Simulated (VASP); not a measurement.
# Ti (Fm-3m) in VASP: notebook

Ti is run at these levels: PBE, r2SCAN; tasks: single point.

Program: VASP 6.6.1. These are calculated values, not measurements. Logs are shortened: lines on timing, memory, paths and dates and some standing lists are left out, and cuts for length are marked.

## (1) The cell of the first run

Symmetry: Fm-3m, No. 225, cubic system. The conventional cell has a = 4.167 Å, b = 4.167 Å, c = 4.167 Å, α = 90.00°, β = 90.00°, γ = 90.00°. Within 3.9 Å of Ti (site symmetry m-3m) lie 12 Ti at 2.95 Å.

This isn't the form of Ti at room conditions, which is hcp.

## (2) Single point, PBE

Input file INCAR:

```
  PREC = Accurate
  ENCUT = 520
  EDIFF = 1E-6
  ISMEAR = -1
  SIGMA = 0.06122561905347299
  LREAL = False
  LASPH = True
  NELM = 80
  ALGO = Normal
  ISIF = 2
  LWAVE = False
  LCHARG = True
  GGA = PE
  LELF = True
  LVHAR = True
  NBANDS = 12
```

Input file KPOINTS:

```
Automatic mesh
0
Gamma
  16 16 16
```

Input file POSCAR:

```
Ti
1.0
    0.0000000000      2.0836287333      2.0836287333
    2.0836287333      0.0000000000      2.0836287333
    2.0836287333      2.0836287333      0.0000000000
Ti
1
Direct
    0.0000000000      0.0000000000      0.0000000000
```

Potentials or basis: VASP PAW PBE potentials, release 64 (Ti_sv).

Command:

```
> cat potpaw_PBE.64/Ti_sv/POTCAR > POTCAR
> mpirun -np 1 vasp_std > vasp.out
```

OUTCAR:

```text
PREC = Accurate
   ENCUT = 520
   EDIFF = 1E-6
   ISMEAR = -1
   LREAL = False
   LASPH = True
   NELM = 80
   ISIF = 2
   GGA = PE

 ion  position               nearest neighbor table
   1  0.000  0.000  0.000-

  LATTYP: Found a face centered cubic cell.
 ALAT       =     4.1672574666

  Lattice vectors:

 A1 = (   0.0000000000,   2.0836287333,   2.0836287333)
 A2 = (   2.0836287333,   0.0000000000,   2.0836287333)
 A3 = (   2.0836287333,   2.0836287333,   0.0000000000)

Analysis of symmetry for initial positions (statically):
=====================================================================
 Subroutine PRICEL returns:
 Original cell was already a primitive cell.

 Routine SETGRP: Setting up the symmetry group for a
 face centered cubic supercell.

 Subroutine GETGRP returns: Found 48 space group operations
 (whereof 48 operations were pure point group operations)
 out of a pool of 48 trial point group operations.

The static configuration has the point symmetry O_h .

Analysis of symmetry for dynamics (positions and initial velocities):
=====================================================================
 Subroutine PRICEL returns:
 Original cell was already a primitive cell.

 Routine SETGRP: Setting up the symmetry group for a
 face centered cubic supercell.

 Subroutine GETGRP returns: Found 48 space group operations
 (whereof 48 operations were pure point group operations)
 out of a pool of 48 trial point group operations.

The dynamic configuration has the point symmetry O_h .

 Subroutine INISYM returns: Found 48 space group operations
 (whereof 48 operations are pure point group operations),
 and found     1 'primitive' translations

----------------------------------------------------------------------------------------

                                     Primitive cell

  volume of cell :      18.0922

  direct lattice vectors                    reciprocal lattice vectors
     0.000000000  2.083628733  2.083628733    -0.239965975  0.239965975  0.239965975
     2.083628733  0.000000000  2.083628733     0.239965975 -0.239965975  0.239965975
     2.083628733  2.083628733  0.000000000     0.239965975  0.239965975 -0.239965975

  length of vectors
     2.946696014  2.946696014  2.946696014     0.415633260  0.415633260  0.415633260

  position of ions in fractional coordinates (direct lattice)
     0.000000000  0.000000000  0.000000000

  ion indices of the primitive-cell ions
   primitive index   ion index
                 1           1

----------------------------------------------------------------------------------------

 KPOINTS: Automatic mesh

Automatic generation of k-mesh.
 Grid dimensions read from file:
 generate k-points for:   16   16   16

 Generating k-lattice:

  Cartesian coordinates                     Fractional coordinates (reciprocal lattice)
    -0.014997873  0.014997873  0.014997873     0.062500000  0.000000000  0.000000000
     0.014997873 -0.014997873  0.014997873     0.000000000  0.062500000  0.000000000
     0.014997873  0.014997873 -0.014997873     0.000000000  0.000000000  0.062500000

  Length of vectors
     0.025977079  0.025977079  0.025977079

  Shift w.r.t. Gamma in fractional coordinates (k-lattice)
     0.000000000  0.000000000  0.000000000

 Subroutine IBZKPT returns following result:
 ===========================================

 Found    145 irreducible k-points:

 Following reciprocal coordinates:
            Coordinates               Weight
  0.000000  0.000000  0.000000      1.000000
  0.062500  0.000000  0.000000      8.000000
  0.125000  0.000000  0.000000      8.000000
  0.187500  0.000000  0.000000      8.000000
  0.250000  0.000000  0.000000      8.000000
  0.312500  0.000000  0.000000      8.000000
[... 16 lines left out ...]
 -0.125000  0.062500  0.000000     24.000000
 -0.062500  0.062500  0.000000     12.000000
 [... further k-points ...]
   k-points           NKPTS =    145   k-points in BZ     NKDIM =    145   number of bands    NBANDS=     12
   number of dos      NEDOS =    301   number of ions     NIONS =      1
   total plane-waves  NPLWV =  13824
   dimension x,y,z NGX =    24 NGY =   24 NGZ =   24
   dimension x,y,z NGXF=    48 NGYF=   48 NGZF=   48
   ions per type =               1
   NGX,Y,Z   is equivalent  to a cutoff of  13.54, 13.54, 13.54 a.u.
   NGXF,Y,Z  is equivalent  to a cutoff of  27.08, 27.08, 27.08 a.u.
 SYSTEM =  unknown system
   PREC   = accura    normal or accurate (medium, high low for compatibility)
   ISTART =      0    job   : 0-new  1-cont  2-samecut
   ICHARG =      2    charge: 1-file 2-atom 10-const
   ISPIN  =      1    spin polarized calculation?
   LNONCOLLINEAR =      F non collinear calculations
   LSORBIT =      F    spin-orbit coupling
   LASPH  =      T    aspherical Exc in radial PAW
   ENCUT  =  520.0 eV  38.22 Ry    6.18 a.u.   5.48  5.48  5.48*2*pi/ulx,y,z
   NELM   =     80;   NELMIN=  2; NELMDL= -5     # of ELM steps
[... 63 lines left out ...]
      7       8.6405      0.00000
      8       8.6405      0.00000
      9      10.1821      0.00000
     10      10.1821      0.00000
     11      22.8129      0.00000
     12      27.0897      0.00000

 k-point     2 :       0.0625    0.0000    0.0000
  band No.  band energies     occupation
      1     -48.9860      2.00000
      2     -24.9158      2.00000
      3     -24.8958      2.00000
      4     -24.8958      2.00000
      5       1.9197      2.00000
      6       8.5669      0.00001
      7       8.6838      0.00000
      8       8.6838      0.00000
      9      10.1546      0.00000
     10      10.1546      0.00000
     11      22.8984      0.00000
     12      26.0926      0.00000

 k-point     3 :       0.1250    0.0000    0.0000
  band No.  band energies     occupation
      1     -48.9749      2.00000
      2     -24.9807      2.00000
      3     -24.9040      2.00000
      4     -24.9040      2.00000
      5       2.2754      2.00000
      6       8.3701      0.00016
      7       8.7915      0.00000
      8       8.7915      0.00000
      9      10.0992      0.00000
     10      10.0992      0.00000
     11      22.9437      0.00000
     12      24.5026      0.00000

 k-point     4 :       0.1875    0.0000    0.0000
  band No.  band energies     occupation
      1     -48.9583      2.00000
      2     -25.0769      2.00000
      3     -24.9163      2.00000
      4     -24.9163      2.00000
      5       2.8336      2.00000
      6       8.1125      0.01052
      7       8.8894      0.00000
      8       8.8894      0.00000
      9      10.0996      0.00000
     10      10.0996      0.00000
     11      21.9550      0.00000
     12      23.7916      0.00000

 k-point     5 :       0.2500    0.0000    0.0000
  band No.  band energies     occupation
      1     -48.9386      2.00000
      2     -25.1891      2.00000
      3     -24.9308      2.00000
      4     -24.9308      2.00000
      5       3.5332      2.00000
      6       7.8782      0.39077
      7       8.8854      0.00000
      8       8.8854      0.00000
      9      10.2526      0.00000
     10      10.2526      0.00000
     11      20.2725      0.00000
     12      23.4979      0.00000
[... 228 lines left out ...]
      1     -48.9295      2.00000
      2     -25.2274      2.00000
      3     -24.9590      2.00000
      4     -24.9296      2.00000
      5       3.8744      2.00000
      6       7.7709      1.16722
      7       8.8031      0.00000
      8       8.9314      0.00000
      9      10.0956      0.00000
     10      10.6193      0.00000
     11      19.7615      0.00000
     12      23.1871      0.00000

 k-point    22 :      -0.1875    0.0625    0.0000
  band No.  band energies     occupation
      1     -48.9492      2.00000
      2     -25.1180      2.00000
      3     -24.9424      2.00000
      4     -24.9150      2.00000
      5       3.1526      2.00000
      6       7.9716      0.10026
      7       8.8822      0.00000
      8       8.9773      0.00000
      9       9.8945      0.00000
     10      10.3621      0.00000
     11      21.4772      0.00000
     12      23.5029      0.00000

 k-point    23 :      -0.1250    0.0625    0.0000
  band No.  band energies     occupation
      1     -48.9668      2.00000
      2     -25.0192      2.00000
      3     -24.9253      2.00000
      4     -24.9035      2.00000
      5       2.5434      2.00000
      6       8.2228      0.00175
      7       8.8567      0.00000
      8       8.8798      0.00000
      9       9.9138      0.00000
     10      10.2320      0.00000
     11      22.8547      0.00000
     12      23.9034      0.00000

 k-point    24 :      -0.0625    0.0625    0.0000
  band No.  band energies     occupation
      1     -48.9797      2.00000
      2     -24.9479      2.00000
      3     -24.9089      2.00000
      4     -24.8967      2.00000
      5       2.1195      2.00000
      6       8.4434      0.00005
      7       8.7489      0.00000
      8       8.7619      0.00000
      9      10.0389      0.00000
     10      10.1923      0.00000
     11      23.0024      0.00000
     12      25.1956      0.00000

 [... further k-points ...]

------------------------ aborting loop because EDIFF is reached ----------------------------------------

  FORCE on cell =-STRESS in cart. coord.  units (eV):
  Direction    XX          YY          ZZ          XY          YZ          ZX
  --------------------------------------------------------------------------------------
  -------------------------------------------------------------------------------------
  Total       -0.4674875     -0.4674875     -0.4674875     -0.0000000     -0.0000000     -0.0000000
  in kB      -41.3989766    -41.3989766    -41.3989766     -0.0000000     -0.0000000     -0.0000000
  external PRESSURE =     -41.3989766 kB  Pullay stress =       0.0000000 kB

 VOLUME and BASIS-vectors are now :
 -----------------------------------------------------------------------------
  energy-cutoff  :      520.00
  volume of cell :       18.09
      direct lattice vectors                 reciprocal lattice vectors
     0.000000000  2.083628733  2.083628733    -0.239965975  0.239965975  0.239965975
     2.083628733  0.000000000  2.083628733     0.239965975 -0.239965975  0.239965975
     2.083628733  2.083628733  0.000000000     0.239965975  0.239965975 -0.239965975

 POSITION                                       TOTAL-FORCE (eV/Angst)
 -----------------------------------------------------------------------------------
      0.00000      0.00000      0.00000        -0.000000     -0.000000      0.000000
 -----------------------------------------------------------------------------------
    total drift:                               -0.000000      0.000000     -0.000000

  FREE ENERGIE OF THE ION-ELECTRON SYSTEM (eV)
  ---------------------------------------------------
  free  energy   TOTEN  =        -7.7787902653 eV

  energy  without entropy=       -7.7560131594  energy(sigma->0) =       -7.76740171
```

Wall time 27 s (1 thread of Intel Xeon Platinum 8488C (Sapphire Rapids), shared host); peak memory 0.16 GiB.

What came out:

```
Free energy            : -7.7788 eV
Pressure               : -4.1 GPa
Band gap on the k mesh : zero (bands 6 and 7 overlap by 1.21 eV)
```

Levels at points of the mesh, in eV from the Fermi level:
| k point | band 3 | band 4 | band 5 | band 6 | band 7 | band 8 | band 9 | band 10 |
| --- | --- | --- | --- | --- | --- | --- | --- | --- |
| (0.00, 0.00, 0.00) | -32.68 | -32.68 | -5.99 | 0.85 | 0.85 | 0.85 | 2.39 | 2.39 |
| (0.50, 0.00, 0.00) | -32.76 | -32.76 | -2.49 | 0.54 | 0.75 | 0.75 | 3.39 | 3.39 |
| (0.50, 0.50, 0.00) | -32.89 | -32.89 | -2.43 | -1.60 | 2.67 | 3.39 | 3.65 | 3.65 |

Caveat: the cell stands under tension.

## (3) Single point, PBE

This run uses another cell than the first one, of 18.44 Å³/atom.

Input file INCAR:

```
  PREC = Accurate
  ENCUT = 520
  EDIFF = 1E-7
  ISMEAR = -1
  SIGMA = 0.06122561905347299
  LREAL = F
  LASPH = T
  NELM = 60
  ALGO = Normal
  ISIF = 2
  LWAVE = F
  LCHARG = T
  GGA = PE
  LELF = T
  LVHAR = T
  NBANDS = 12
```

KPOINTS is that of step 2.

Input file POSCAR:

```
Ti
1.0
    0.0000000000      2.0969006117      2.0969006117
    2.0969006117      0.0000000000      2.0969006117
    2.0969006117      2.0969006117      0.0000000000
Ti
1
Direct
    0.0000000000      0.0000000000      0.0000000000
```

Potentials or basis: VASP PAW PBE potentials, release 64 (Ti_sv).

Command:

```
> cat potpaw_PBE.64/Ti_sv/POTCAR > POTCAR
> mpirun -np 1 vasp_std > vasp.out
```

It took 21 s on 1 thread of Intel Xeon Platinum 8488C (Sapphire Rapids), shared host; peak memory 0.16 GiB.

Results (log left out):

- Free energy: -7.7681 eV
- Pressure: -5.8 GPa
- Band gap on the k mesh: zero (bands 6 and 7 overlap by 1.20 eV)

Levels at points of the mesh, in eV from the Fermi level:
```
           k point  band 4  band 5  band 6  band 7  band 8  band 9
(0.00, 0.00, 0.00)  -32.74   -5.95    0.84    0.84    0.84    2.34
(0.50, 0.00, 0.00)  -32.81   -2.45    0.50    0.74    0.74    3.31
(0.50, 0.50, 0.00)  -32.93   -2.37   -1.55    2.59    3.31    3.56
```

Caveat: the cell stands under tension.

## (4) Single point, r2SCAN

This run uses another cell than the first one, of 16.00 Å³/atom.

Input file POSCAR:

```
Ti
1.0
    0.0000000000      2.0001926808      2.0001926808
    2.0001926808      0.0000000000      2.0001926808
    2.0001926808      2.0001926808      0.0000000000
Ti
1
Direct
    0.0000000000      0.0000000000      0.0000000000
```

Input file INCAR.step1:

```
PREC     = Accurate       # precision mode
ENCUT    = 520            # plane-wave cutoff, eV
ISMEAR   = -1             # smearing method
SIGMA    = 0.1            # smearing width, eV
LREAL    = False          # projectors in reciprocal space
LASPH    = True           # aspherical terms in the spheres
NELM     = 100            # most SCF steps
NBANDS   = 12             # bands
GGA      = PE             # functional
ALGO     = Normal         # electronic algorithm
EDIFF    = 1E-4           # SCF threshold, eV
LWAVE    = True           # write WAVECAR
LCHARG   = False          # write CHGCAR
```

Input file INCAR.step2:

```
PREC     = Accurate       # precision mode
ENCUT    = 520            # plane-wave cutoff, eV
EDIFF    = 1E-7           # SCF threshold, eV
ISMEAR   = -1             # smearing method
SIGMA    = 0.1            # smearing width, eV
LREAL    = False          # projectors in reciprocal space
LASPH    = True           # aspherical terms in the spheres
NELM     = 100            # most SCF steps
ALGO     = Normal         # electronic algorithm
ISIF     = 2              # what is computed and relaxed
LWAVE    = False          # write WAVECAR
LCHARG   = True           # write CHGCAR
METAGGA  = R2SCAN         # meta-GGA
LMIXTAU  = True         
LELF     = True           # ELF
LVHAR    = True         
NBANDS   = 12             # bands
ISTART   = 1
```

Input file KPOINTS:

```
regular mesh
0
Gamma
  14 14 14
```

Command:

```
> cat potpaw_PBE.64/Ti_sv/POTCAR > POTCAR
> cp INCAR.step1 INCAR
> mpirun -np 1 vasp_std > vasp.out
> cp INCAR.step2 INCAR
> mpirun -np 1 vasp_std > vasp.out
```

Wall time 62 s (1 thread of Intel Xeon Platinum 8488C (Sapphire Rapids), shared host); peak memory 0.15 GiB.

It converged, with:

| Item | Value |
| --- | --- |
| Free energy | -12.8574 eV |
| Pressure | 11.1 GPa |
| Band gap on the k mesh | zero (bands 6 and 7 overlap by 1.49 eV) |

Levels at points of the mesh, in eV from the Fermi level:
| k point | band 2 | band 3 | band 4 | band 5 | band 6 | band 7 | band 8 | band 9 | band 10 | band 11 |
| --- | --- | --- | --- | --- | --- | --- | --- | --- | --- | --- |
| (0.00, 0.00, 0.00) | -33.59 | -33.59 | -33.59 | -6.65 | 1.05 | 1.05 | 1.05 | 3.05 | 3.05 | 16.22 |
| (0.50, 0.00, 0.00) | -34.50 | -33.70 | -33.70 | -2.90 | 0.68 | 0.96 | 0.96 | 4.22 | 4.22 | 9.51 |
| (0.50, 0.50, 0.00) | -34.43 | -33.90 | -33.90 | -2.97 | -2.02 | 3.23 | 4.27 | 4.49 | 4.49 | 12.03 |

Caveat: the cell stands under pressure; the PAW data sets were made with another functional, which shifts forces and pressure a little.

## (5) Single point, r2SCAN

This run uses another cell than the first one, of 16.53 Å³/atom.

Input file POSCAR:

```
Ti
1.0
    0.0000000000      2.0217017781      2.0217017781
    2.0217017781      0.0000000000      2.0217017781
    2.0217017781      2.0217017781      0.0000000000
Ti
1
Direct
    0.0000000000      0.0000000000      0.0000000000
```

Input file INCAR.step1:

```
SYSTEM = Ti
PREC = Accurate ; ENCUT = 520
ISMEAR = -1 ; SIGMA = 0.1
LREAL = .FALSE. ; LASPH = .TRUE.
NELM = 80 ; NBANDS = 12
GGA = PE ; ALGO = Normal
EDIFF = 1E-4 ; LWAVE = .TRUE.
LCHARG = .FALSE.
```

Input file INCAR.step2:

```
SYSTEM = Ti
PREC = Accurate ; ENCUT = 520
EDIFF = 1E-7 ; ISMEAR = -1
SIGMA = 0.1 ; LREAL = .FALSE.
LASPH = .TRUE. ; NELM = 80
ALGO = Normal ; ISIF = 2
LWAVE = .FALSE. ; LCHARG = .TRUE.
METAGGA = R2SCAN ; LMIXTAU = .TRUE.
LELF = .TRUE. ; LVHAR = .TRUE.
NBANDS = 12 ; ISTART = 1
```

Input file KPOINTS:

```
Automatic mesh
0
G
  14 14 14
  0 0 0
```

Command:

```
> cat potpaw_PBE.64/Ti_sv/POTCAR > POTCAR
> cp INCAR.step1 INCAR
> mpirun -np 1 vasp_std > vasp.out
> cp INCAR.step2 INCAR
> mpirun -np 1 vasp_std > vasp.out
```

Run time: 87 s. Hardware: 1 thread of Intel Xeon Platinum 8488C (Sapphire Rapids), shared host; peak memory 0.15 GiB.

The run converged. Its results:

```yaml
Free_energy: -12.8865 eV
Pressure: 6.6 GPa
Band_gap_on_the_k_mesh: zero (bands 6 and 7 overlap by 1.44 eV)
```

Levels at points of the mesh, in eV from the Fermi level:
```csv
k point,band 3,band 4,band 5,band 6,band 7,band 8,band 9,band 10
"(0.00, 0.00, 0.00)",-33.69,-33.69,-6.58,1.03,1.03,1.03,2.96,2.96
"(0.50, 0.00, 0.00)",-33.80,-33.80,-2.83,0.58,0.95,0.95,4.06,4.06
"(0.50, 0.50, 0.00)",-33.98,-33.98,-2.84,-1.92,3.05,4.12,4.32,4.32
```

Caveat: the cell stands under pressure; the PAW data sets were made with another functional, which shifts forces and pressure a little.

## (6) The runs side by side

```csv
level,cell,k mesh,smearing,gap on the mesh (eV),pressure (GPa)
PBE,"a = 2.947 Å, angles 60.0°, 1 atom",16 × 16 × 16,fermi-dirac 0.0612256 eV,none,-4.1
PBE,"a = 2.965 Å, angles 60.0°, 1 atom",16 × 16 × 16,fermi-dirac 0.0612256 eV,none,-5.8
r2SCAN,"a = 2.829 Å, angles 60.0°, 1 atom",14 × 14 × 14,fermi-dirac 0.1 eV,none,11.1
r2SCAN,"a = 2.859 Å, angles 60.0°, 1 atom",14 × 14 × 14,fermi-dirac 0.1 eV,none,6.6
```

Alike in all rows: task single point; potentials or basis VASP PAW PBE potentials, release 64 (Ti_sv); no spin polarisation; cutoff (eV) 520.

Caveats: the cell stands under tension (at least some runs); the cell stands under pressure (at least some runs); the PAW data sets were made with another functional, which shifts forces and pressure a little (at least some runs).

Total energies depend on the potentials used, so only differences within one code and one set of settings carry meaning.
